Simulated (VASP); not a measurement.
# In (C2/m) in VASP: electric field gradients with PBE

Aim: the electric field gradients of In with PBE.

Everything below comes from runs of VASP 6.6.1. Logs are shortened: lines on timing, memory, paths and dates and some standing lists are left out, and cuts for length are marked.

**1. The cell of the first run**

Symmetry: C2/m, No. 12, monoclinic system. The conventional cell has a = 4.669 Å, b = 4.530 Å, c = 3.330 Å, α = 90.00°, β = 132.06°, γ = 90.00°. Within 4.3 Å of In (site symmetry 2/m) lie 12 In at 3.25 to 3.47 Å.

**2. Electric field gradients, PBE (equal xy, yz and zx shear strains of +3 %)**

File INCAR:

```
  PREC = Accurate
  ENCUT = 400
  EDIFF = 1E-8
  ISMEAR = -1
  SIGMA = 0.05
  LREAL = False
  LASPH = True
  NELM = 120
  ALGO = Normal
  ISIF = 2
  LWAVE = False
  LCHARG = False
  GGA = PE
  LEFG = True
  NBANDS = 12
  GGA_COMPAT = False
```

File KPOINTS:

```
regular mesh
0
Gamma
  12 12 14
```

File POSCAR:

```
In
1.0
   -1.5646485000      1.6388670000      2.4739500000
    1.6388670000     -1.5646485000      2.4739500000
    1.6134330000      1.6134330000     -2.4251655000
In
1
Direct
    0.0000000000      0.0000000000      0.0000000000
```

Potentials or basis: VASP PAW PBE potentials, release 64 (In_d).

Run with:

```bash
$ cat potpaw_PBE.64/In_d/POTCAR > POTCAR
$ mpirun -np 1 vasp_std > vasp.out
```

OUTCAR:

```text
PREC = Accurate
   ENCUT = 400
   EDIFF = 1E-8
   ISMEAR = -1
   LREAL = False
   LASPH = True
   NELM = 120
   ISIF = 2
   GGA = PE

 ion  position               nearest neighbor table
   1  0.000  0.000  0.000-

  Warning from LATTYP: Got some problem with cell dimensions!
  Tried to take original basis but could not verify dimensions!
  LATTYP: Found a base centered monoclinic cell.
 ALAT       =     4.6694579409
 B/A-ratio  =     0.9702314754
 C/A-ratio  =     0.7131082099
 COS(beta)  =    -0.6698742243

  Lattice vectors:

 A1 = (  -0.0487845000,  -3.2523000000,  -0.0487845000)
 A2 = (  -3.2523000000,  -0.0487845000,  -0.0487845000)
 A3 = (   1.6134330000,   1.6134330000,  -2.4251655000)

Analysis of symmetry for initial positions (statically):
=====================================================================
 Subroutine PRICEL returns:
 Original cell was already a primitive cell.

 Routine SETGRP: Setting up the symmetry group for a
 base centered monoclinic supercell.

 Subroutine GETGRP returns: Found  4 space group operations
 (whereof  4 operations were pure point group operations)
 out of a pool of  4 trial point group operations.

The static configuration has the point symmetry C_2h.

Analysis of symmetry for dynamics (positions and initial velocities):
=====================================================================
 Subroutine PRICEL returns:
 Original cell was already a primitive cell.

 Routine SETGRP: Setting up the symmetry group for a
 base centered monoclinic supercell.

 Subroutine GETGRP returns: Found  4 space group operations
 (whereof  4 operations were pure point group operations)
 out of a pool of  4 trial point group operations.

The dynamic configuration has the point symmetry C_2h.

 Subroutine INISYM returns: Found  4 space group operations
 (whereof  4 operations are pure point group operations),
 and found     1 'primitive' translations

----------------------------------------------------------------------------------------

                                     Primitive cell

  volume of cell :      26.1506

  direct lattice vectors                    reciprocal lattice vectors
    -1.564648500  1.638867000  2.473950000    -0.007534089  0.304622977  0.197649611
     1.638867000 -1.564648500  2.473950000     0.304622977 -0.007534089  0.197649611
     1.613433000  1.613433000 -2.425165500     0.303065113  0.303065113 -0.009091953

  length of vectors
     3.354763565  3.354763565  3.329828793     0.363204198  0.363204198  0.428695217

  position of ions in fractional coordinates (direct lattice)
     0.000000000  0.000000000  0.000000000

  ion indices of the primitive-cell ions
   primitive index   ion index
                 1           1

----------------------------------------------------------------------------------------

 KPOINTS: regular mesh

Automatic generation of k-mesh.
 Grid dimensions read from file:
 generate k-points for:   12   12   14

 Generating k-lattice:

  Cartesian coordinates                     Fractional coordinates (reciprocal lattice)
    -0.000627841  0.025385248  0.016470801     0.083333333 -0.000000000 -0.000000000
     0.025385248 -0.000627841  0.016470801    -0.000000000  0.083333333 -0.000000000
     0.021647508  0.021647508 -0.000649425     0.000000000  0.000000000  0.071428571

  Length of vectors
     0.030267016  0.030267016  0.030621087

  Shift w.r.t. Gamma in fractional coordinates (k-lattice)
     0.000000000  0.000000000  0.000000000

 Subroutine IBZKPT returns following result:
 ===========================================

 Found    554 irreducible k-points:

 Following reciprocal coordinates:
            Coordinates               Weight
  0.000000  0.000000  0.000000      1.000000
  0.083333  0.000000 -0.000000      4.000000
  0.166667  0.000000 -0.000000      4.000000
  0.250000  0.000000 -0.000000      4.000000
  0.333333  0.000000 -0.000000      4.000000
  0.416667  0.000000 -0.000000      4.000000
[... 16 lines left out ...]
  0.500000  0.166667 -0.000000      4.000000
 -0.416667  0.166667  0.000000      4.000000
 [... further k-points ...]
   k-points           NKPTS =    554   k-points in BZ     NKDIM =    554   number of bands    NBANDS=     12
   number of dos      NEDOS =    301   number of ions     NIONS =      1
   total plane-waves  NPLWV =  13824
   dimension x,y,z NGX =    24 NGY =   24 NGZ =   24
   dimension x,y,z NGXF=    48 NGYF=   48 NGZF=   48
   ions per type =               1
   NGX,Y,Z   is equivalent  to a cutoff of  11.89, 11.89, 11.98 a.u.
   NGXF,Y,Z  is equivalent  to a cutoff of  23.79, 23.79, 23.96 a.u.
 SYSTEM =  unknown system
   PREC   = accura    normal or accurate (medium, high low for compatibility)
   ISTART =      0    job   : 0-new  1-cont  2-samecut
   ICHARG =      2    charge: 1-file 2-atom 10-const
   ISPIN  =      1    spin polarized calculation?
   LNONCOLLINEAR =      F non collinear calculations
   LSORBIT =      F    spin-orbit coupling
   LASPH  =      T    aspherical Exc in radial PAW
   ENCUT  =  400.0 eV  29.40 Ry    5.42 a.u.   5.47  5.47  5.43*2*pi/ulx,y,z
   NELM   =    120;   NELMIN=  2; NELMDL= -5     # of ELM steps
   EDIFF  = 0.1E-07   stopping-criterion for ELM
   LREAL  =      F    real-space projection
   EDIFFG = 0.1E-06   stopping-criterion for IOM
   NSW    =      0    number of steps for IOM
   IBRION =     -1    ionic relax: 0-MD 1-quasi-New 2-CG
   NFREE  =      0    steps in history (QN), initial steepest desc. (CG)
   ISIF   =      2    stress and relaxation
   ISYM   =      2    0-nonsym 1-usesym 2-fastsym
   POTIM  = 0.5000    time-step for ionic-motion
   TEBEG  =    0.0;   TEEND  =   0.0 temperature during run
   PSTRESS=    0.0 pullay stress
   NELECT =      13.0000    total number of electrons
   NUPDOWN=      -1.0000    fix difference up-down
   EMIN   =  10.00;   EMAX   =-10.00  energy-range for DOS
   EFERMI =   0.00;   METHOD = LEGACY
   ISMEAR =    -1;   SIGMA  =   0.05  broadening in eV -4-tet -1-fermi 0-gaus
   EFERMI_NEDOS =   21; number of points for ismear=-14 and -15
   IALGO  =     38    algorithm
   IMIX   =      4    mixing-type and parameters
     AMIX     =   0.40;   BMIX     =  1.00
     AMIX_MAG =   1.60;   BMIX_MAG =  1.00
  volume/ion in A,a.u.               =      26.15       176.47
  Fermi-wavevector in a.u.,A,eV,Ry     =   1.296867  2.450723 22.883139  1.681863
  Thomas-Fermi vector in A             =   2.428296
   LORBIT       =      0    0 simple, 1 ext, 2 COOP (PROOUT), +10 PAW based schemes
   GGA     = PE    functional components
   LHFCALC =     F    Hartree Fock is set to
   AEXX    =    0.0000 exact exchange contribution
   IVDW    =     0    specifies the selected vdW correction
   LEPSILON=     F    determine dielectric tensor
   LRPA    =     F    only Hartree local field effects (RPA)
 non-spin polarized calculation
  energy-cutoff  :      400.00
  volume of cell :       26.15
 maximum number of plane-waves:       488
 NGX is ok and might be reduce to    24
   NGX = 11   NGY = 11   NGZ = 11

 number of electron      12.9999999 magnetization

 Free energy of the ion-electron system (eV)
  ---------------------------------------------------
  ext. energy  EPLUGINS =         0.00000000
  ---------------------------------------------------
  free energy    TOTEN  =        -2.55168467 eV

  energy without entropy =       -2.54838753  energy(sigma->0) =       -2.55003610

 E-fermi :   7.5467     XC(G=0): -10.2540

 val. band max:        7.5289034783   @ k =  -0.0833  -0.3333   0.4286
 cond. band min:       7.5507542513   @ k =   0.5000   0.0833   0.2857
 fundamental gap:      0.0218507730
 Fermi energy:         7.5467090041

 k-point     1 :       0.0000    0.0000    0.0000
  band No.  band energies     occupation
      1      -7.1835      2.00000
      2      -7.0826      2.00000
      3      -7.0655      2.00000
      4      -6.9895      2.00000
      5      -6.8850      2.00000
      6      -2.0204      2.00000
      7      17.6479      0.00000
      8      17.8377      0.00000
      9      18.7399      0.00000
     10      19.3289      0.00000
     11      21.0208      0.00000
     12      21.5058      0.00000
[... 331 lines left out ...]
 k-point    24 :      -0.4167    0.1667    0.0000
  band No.  band energies     occupation
      1      -7.1826      2.00000
      2      -7.0638      2.00000
      3      -7.0149      2.00000
      4      -6.9157      2.00000
      5      -6.7760      2.00000
      6       1.5777      2.00000
      7       7.2703      1.99208
      8      13.9499      0.00000
      9      14.5620      0.00000
     10      16.7358      0.00000
     11      20.5086      0.00000
     12      22.2127      0.00000

 [... further k-points ...]

------------------------ aborting loop because EDIFF is reached ----------------------------------------

  FORCE on cell =-STRESS in cart. coord.  units (eV):
  Direction    XX          YY          ZZ          XY          YZ          ZX
  --------------------------------------------------------------------------------------
  -------------------------------------------------------------------------------------
  Total        0.3310828      0.3310828      0.3434334     -0.0957822     -0.0088881     -0.0088881
  in kB       20.2845516     20.2845516     21.0412404     -5.8683175     -0.5445481     -0.5445498
  external PRESSURE =      20.5367812 kB  Pullay stress =       0.0000000 kB

 VOLUME and BASIS-vectors are now :
 -----------------------------------------------------------------------------
  energy-cutoff  :      400.00
  volume of cell :       26.15
      direct lattice vectors                 reciprocal lattice vectors
    -1.564648500  1.638867000  2.473950000    -0.007534089  0.304622977  0.197649611
     1.638867000 -1.564648500  2.473950000     0.304622977 -0.007534089  0.197649611
     1.613433000  1.613433000 -2.425165500     0.303065113  0.303065113 -0.009091953

 POSITION                                       TOTAL-FORCE (eV/Angst)
 -----------------------------------------------------------------------------------
      0.00000      0.00000      0.00000        -0.000000      0.000000     -0.000000
 -----------------------------------------------------------------------------------
    total drift:                               -0.000000      0.000000      0.000000

  FREE ENERGIE OF THE ION-ELECTRON SYSTEM (eV)
  ---------------------------------------------------
  free  energy   TOTEN  =        -2.5516846697 eV

  energy  without entropy=       -2.5483875341  energy(sigma->0) =       -2.55003610

 Electric field gradients (V/A^2)
---------------------------------------------------------------------
 ion       V_xx      V_yy      V_zz      V_xy      V_xz      V_yz
---------------------------------------------------------------------
   1      -8.058    -8.058    16.117     5.727     5.073     5.073
---------------------------------------------------------------------

 Electric field gradients after diagonalization (V/A^2)
 (convention: |V_zz| > |V_xx| > |V_yy|)
----------------------------------------------------------------------
 ion       V_xx      V_yy      V_zz     asymmetry (V_yy - V_xx)/ V_zz
----------------------------------------------------------------------
   1     -13.785    -4.793    18.579       0.484
----------------------------------------------------------------------

           NMR quadrupolar parameters

 Cq : quadrupolar parameter    Cq=e*Q*V_zz/h
 eta: asymmetry parameters     (V_yy - V_xx)/ V_zz
 Q  : nuclear electric quadrupole moment in mb (millibarn)
----------------------------------------------------------------------
 ion       Cq(MHz)       eta       Q (mb)
----------------------------------------------------------------------
   1       0.045       0.484       1.000
----------------------------------------------------------------------
```

Run time: 84 s. Hardware: 1 thread of Intel Xeon 8259CL, shared host; peak memory 0.23 GiB.

What came out:

- Free energy: -2.5517 eV
- Pressure: 2.1 GPa
- Band gap on the k mesh: zero (an odd number of electrons rules out a gap without spin polarisation)
- Largest electric field gradient by atom: In +18.6 V/Å²

Electric field gradients, principal values (V/Å²):
```
atom   least   middle  greatest (by size)
1 In  -4.793  -13.785              18.579
```

Caveat: the cell differs from its parent crystal (equal xy, yz and zx shear strains of +3 %); without QUAD_EFG the Cq values of the log hold for a quadrupole moment of 1 mb, not for the nuclei; spin-orbit coupling is left out, which moves the levels of the heavy elements.
